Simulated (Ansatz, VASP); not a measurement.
**Mn in VASP and in Ansatz**

File INCAR:

```
SYSTEM = Mn
PREC = Accurate
ENCUT = 520
EDIFF = 1E-7
ISMEAR = -1
SIGMA = 0.05
LREAL = .False.
LASPH = .True.
NELM = 150
ALGO = Normal
ISIF = 2
LWAVE = .False.
LCHARG = .False.
ISPIN = 2
MAGMOM = 2.48 -2.48
LORBIT = 11
LMAXMIX = 4
GGA = RE
NBANDS = 24
```

KPOINTS

```
Automatic mesh
0
Gamma
  12 12 12
  0 0 0
```

File POSCAR:

```
Mn
1.0
    0.0000000000      2.6623335555      2.6623335555
    2.6623335555      0.0000000000      2.6623335555
    2.6623335555      2.6623335555      0.0000000000
Mn
2
Direct
    0.1250000000      0.1250000000      0.1250000000
    0.8750000000      0.8750000000      0.8750000000
```

Input for Ansatz:

```yaml
crystal:
  lattice:
    - [0.0, 2.6623335555, 2.6623335555]
    - [2.6623335555, 0.0, 2.6623335555]
    - [2.6623335555, 2.6623335555, 0.0]
  atoms:
    - { symbol: Mn, position: [0.125, 0.125, 0.125], spin: 2.48 }
    - { symbol: Mn, position: [0.875, 0.875, 0.875], spin: -2.48 }
hamiltonian:
  xc: revpbe
  pseudopotentials:
    kind: paw
    azcp:
      Mn: "pseudopotentials/Mn.paw.azcp"
basis:
  ecutwfc: 420
  fft_grid_basis: typed
kpoints:
  mp_grid: { grid: [12, 12, 12], shift: [0, 0, 0] }
magnetization:
  spin_polarized: true
scf:
  occupations: { method: fermi_dirac, width: 0.05 }
  lower_state_search: "off"
output:
  stress: true
```

Alike in both runs: task single point; functional revPBE; k mesh 12 × 12 × 12; occupations fermi-dirac, width 0.05 eV; collinear spin.

|  | VASP | Ansatz |
| --- | --- | --- |
| version | VASP 6.6.1 | Ansatz 0.2.0 |
| potentials or method | VASP PAW PBE potentials, release 64 (Mn_pv), cutoff 520 eV | plane waves (420 eV) with PAW, scalar-relativistic |
| valence electrons in the cell | 26 | 30 |

```tsv
	VASP	Ansatz	Ansatz less VASP
pressure (GPa)	-1.1	-1.4	-0.30
net moment per atom (μB)	0.00	0.00	0.000
size of the moment on the site where the two differ most (μB)	2.82	2.64	-0.179
```

VASP's potentials were made for PBE, not for revPBE. Site moments also hang on the region over which each program counts them. The functional is the same, so the differences come from potentials, cutoffs and numerics. VASP's potentials hold 26 valence electrons a cell and Ansatz's 30, so a difference there can come from the potentials and not from the codes.
